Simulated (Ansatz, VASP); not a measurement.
# TaN: VASP beside Ansatz

INCAR

```
SYSTEM = TaN
PREC     = Accurate       ! precision mode
ENCUT    = 600            ! plane-wave cutoff, eV
EDIFF    = 1E-6           ! SCF threshold, eV
ISMEAR   = 0              ! smearing method
SIGMA    = 0.15           ! smearing width, eV
LREAL    = .False.        ! projectors in reciprocal space
LASPH    = .True.         ! aspherical terms in the spheres
NELM     = 120            ! most SCF steps
ALGO     = Normal         ! electronic algorithm
ISIF     = 2              ! what is computed and relaxed
LWAVE    = .False.        ! write WAVECAR
LCHARG   = .False.        ! write CHGCAR
GGA      = CA             ! functional
NBANDS   = 16             ! bands
GGA_COMPAT= .False.
```

KPOINTS

```
Automatic mesh
0
Gamma
  18 18 18
  0 0 0
```

Contents of POSCAR:

```
TaN
1.0
    0.0000000000      2.1375325951      2.1375325951
    2.1375325951      0.0000000000      2.1375325951
    2.1375325951      2.1375325951      0.0000000000
Ta N
1 1
Direct
    0.4967417379      0.5032582621      0.5032582621
    0.0420914985     -0.0420914985     -0.0420914985
```

Input for Ansatz:

```yaml
crystal:
  lattice:
    - [0.0, 2.1375325951, 2.1375325951]
    - [2.1375325951, 0.0, 2.1375325951]
    - [2.1375325951, 2.1375325951, 0.0]
  atoms:
    - { symbol: Ta, position: [0.4967417379, 0.5032582621, 0.5032582621] }
    - { symbol: "N", position: [0.0420914985, -0.0420914985, -0.0420914985] }
basis:
  ecutwfc: 520.0
kpoints:
  mp_grid: { grid: [18, 18, 18] }
hamiltonian:
  xc: lda
  pseudopotentials: { kind: paw, azcp: { folder: soft_1 } }
scf:
  occupations: { method: gaussian, width: 0.15 }
output:
  forces: true
  stress: true
  eigenvalues: true
```

Change from the starting cell: mode 4 frozen in at -0.183 Å, equal normal strain along x, y and z -0.0167.

Alike in both runs: task single point; functional LDA; k mesh 18 × 18 × 18; occupations gaussian, width 0.15 eV; no spin polarisation.

```csv
,VASP,Ansatz
version,VASP 6.6.1,Ansatz 0.2.0
potentials or method,"VASP PAW LDA potentials, release 64 (Ta_sv_GW, N), cutoff 600 eV","scalar-relativistic, plane waves, PAW"
valence electrons in the cell,18,18
```

```tsv
	VASP	Ansatz	Ansatz less VASP
gap on the k mesh at the Fermi level (eV)	none	none	-
pressure (GPa)	31.4	29.6	-1.87
traceless stress, the component that is largest in VASP (GPa)	17.73	17.44	-0.291
rms of the force components (eV/Å)	1.659	1.631	-0.0279
```

Ansatz warns that its potentials were made for another functional, while VASP's fit it. LDA's correlation is that of Perdew and Zunger in VASP and of Perdew and Wang (1992) in Ansatz. Atom by atom the forces differ by 0.028 eV/Å (rms over components). A gap of «none» marks a metal or a gap that the smearing closes. Both programs put the cell under a high pressure, so it lies far from rest at this level.

Spin-orbit coupling is off throughout.
